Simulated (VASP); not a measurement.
The system is CoO.

```
Co O
1.0
     0.00000    2.12938   -2.12938
     0.00000    2.12938    2.12938
     4.53392    0.00000    0.00000
Co O
2 2
Direct
  0.00000 0.00000 0.00000
  0.50000 0.50000 0.50000
  0.00000 0.00000 0.50000
  0.50000 0.50000 0.00000
```

```yaml
Program: VASP 6.6.1
Task: relaxation of cell and atoms
Functional: PBE
Potentials_or_basis: VASP PAW PBE potentials, release 64 (Co_sv, O)
Cutoff: 600 eV
k_mesh: 10 × 10 × 6
Occupations: gaussian, width 0.02 eV
Spin: collinear spin, antiferromagnetic start
Starting_moments: "[2.9, -2.9, 0.0, 0.0] μB"
Hubbard_terms: Co d U = 5.3 eV
```

At the start: pressure -4.7 GPa; volume 10.28 Å³/atom.

Q: How do energy, volume and symmetry change on relaxing?

A: Over 5 steps the energy falls by 4.3 meV/atom and the volume is 9.99 Å³/atom (-2.8 %); space group I4/mmm (No. 139, to 0.1 Å) before and after; moment 0.00 μB per cell.

The path:
| step | energy change (eV) | largest force (eV/Å) | pressure (GPa) | volume (Å³) |
| --- | --- | --- | --- | --- |
| 1 | 0.0000 | 0.0000 | -4.75 | 41.12 |
| 2 | -0.0094 | 0.0000 | 3.40 | 39.33 |
| 3 | -0.0168 | 0.0000 | -0.03 | 40.02 |
| 4 | -0.0171 | 0.0000 | 0.00 | 40.00 |
| 5 | -0.0172 | 0.0000 | 0.02 | 39.98 |

Final structure:
```
CELL_PARAMETERS angstrom
0.00000 2.11224 -2.11224
0.00000 2.11224 2.11224
4.48034 0.00000 0.00000
ATOMIC_POSITIONS crystal
Co 0.00000 0.00000 0.00000
Co 0.50000 0.50000 0.50000
O 0.00000 0.00000 0.50000
O 0.50000 0.50000 0.00000
```
